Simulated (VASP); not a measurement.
The system is AlCu.

```
Al Cu
1.0
     2.99751    0.00000    0.00000
     0.00000    2.99751    0.00000
     0.00000    0.00000    2.99751
Al Cu
1 1
Direct
  0.00000 0.00000 0.00000
  0.50000 0.50000 0.50000
```

| Quantity | Value |
| --- | --- |
| Program | VASP 6.6.1 |
| Task | relaxation of cell and atoms |
| Functional | r2SCAN |
| Potentials or basis | VASP PAW PBE potentials, release 64 (Al, Cu) |
| Cutoff | 600 eV |
| k mesh | 7 × 7 × 7 |
| Occupations | fermi-dirac, width 0.1 eV |
| Spin | no spin polarisation |

At the start: pressure -4.5 GPa; volume 13.47 Å³/atom.

**Question.** How do energy, volume and symmetry change on relaxing?

**Answer.** Over 3 steps the energy falls by 7.0 meV/atom and the volume is 12.98 Å³/atom (-3.6 %); space group Pm-3m (No. 221, to 0.05 Å).

The path:
```tsv
step	energy change (eV)	largest force (eV/Å)	pressure (GPa)	volume (Å³)
1	0.0000	0.0000	-4.45	26.93
2	-0.0106	0.0000	2.44	25.50
3	-0.0140	0.0000	0.01	25.96
```

Final structure:
```cif
data_structure
_symmetry_space_group_name_H-M 'P 1'
_symmetry_Int_Tables_number 1
_cell_length_a 2.9609
_cell_length_b 2.9609
_cell_length_c 2.9609
_cell_angle_alpha 90.000
_cell_angle_beta 90.000
_cell_angle_gamma 90.000
_cell_volume 25.96
loop_
_atom_site_label
_atom_site_type_symbol
_atom_site_fract_x
_atom_site_fract_y
_atom_site_fract_z
_atom_site_occupancy
Al1 Al 0.00000 0.00000 0.00000 1
Cu1 Cu 0.50000 0.50000 0.50000 1
```

Caveat: the PAW data sets were made with another functional, which shifts forces and pressure a little.
